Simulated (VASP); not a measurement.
Runs of VASP 6.6.1 on KF. The structure is cubic, space group Fm-3m (No. 225). Conventional cell: a = 5.318 Å, b = 5.318 Å, c = 5.318 Å, α = 90.00°, β = 90.00°, γ = 90.00°. K (site symmetry m-3m) has 6 F at 2.66 Å within 3.5 Å. F (site symmetry m-3m) has 6 K at 2.66 Å within 3.5 Å. 

```csv
level,potentials or basis,k mesh,grid for exact exchange (PRECFOCK),share of exact exchange,screening parameter,gap on the mesh (eV),pressure (GPa)
r2SCAN,"VASP PAW PBE potentials, release 64 (K_sv, F)",4 × 4 × 4,-,-,-,(a),0.0
PBE,"VASP PAW PBE potentials, release 64 (K_sv, F)",6 × 6 × 6,-,-,-,6.24,2.0
HSE06,"VASP PAW PBE potentials, release 64 (K_sv, F)",4 × 4 × 4,Normal,0.25,0.2079 1/Å,8.24,(b)
LDA,"VASP PAW LDA potentials, release 64 (K_sv, F)",4 × 4 × 4,-,-,-,5.87,-3.0
PBE,"VASP PAW PBE potentials, release 64 (K_sv, F)",4 × 4 × 4,-,-,-,6.24,2.0
```

Alike in all rows: task single point; no spin polarisation; cell as given; cutoff (eV) 520; smearing gaussian 0.01 eV.

Question: Fill in the values left out.

Answer: (a) 6.91; (b) 1.1.

Caveats: some runs use coarse meshes; the PAW data sets were made with another functional, which shifts forces and pressure a little (at least some runs).

